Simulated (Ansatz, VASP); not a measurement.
Al in VASP and in Ansatz

```xyz
4
Lattice="2.8144 0.0000 0.0000 -1.4072 2.4374 0.0000 0.0000 0.0000 9.2410" Properties=species:S:1:pos:R:3 pbc="T T T"
Al   -0.3035   -0.3035    0.0000
Al    0.0000    1.6249    2.3103
Al    0.3035    0.3035    4.6205
Al    1.4072    0.8125    6.9308
```

Change from the starting cell: mode 4 frozen in at -0.303 Å and mode 5 at -0.303 Å (largest displacements).

Alike in both runs: task single point; functional PBE; dispersion D3(BJ); k mesh 18 × 18 × 4; occupations gaussian, width 0.15 eV; no spin polarisation.

```csv
,VASP,Ansatz
version,VASP 6.6.1,Ansatz 0.2.0
potentials or method,"VASP PAW PBE potentials, release 64 (Al), cutoff 520 eV","scalar-relativistic, plane waves, PAW"
valence electrons in the cell,12,12
```

|  | VASP | Ansatz | Ansatz less VASP |
| --- | --- | --- | --- |
| gap on the k mesh at the Fermi level (eV) | none | none | - |
| pressure (GPa) | 1.6 | 1.6 | 0.00 |
| traceless stress, the component that is largest in VASP (GPa) | 2.62 | 2.62 | -0.003 |
| rms of the force components (eV/Å) | 0.190 | 0.190 | +0.0003 |

Atom by atom the forces differ by 0.000 eV/Å (rms over components). A gap of «none» marks a metal or a gap that the smearing closes.
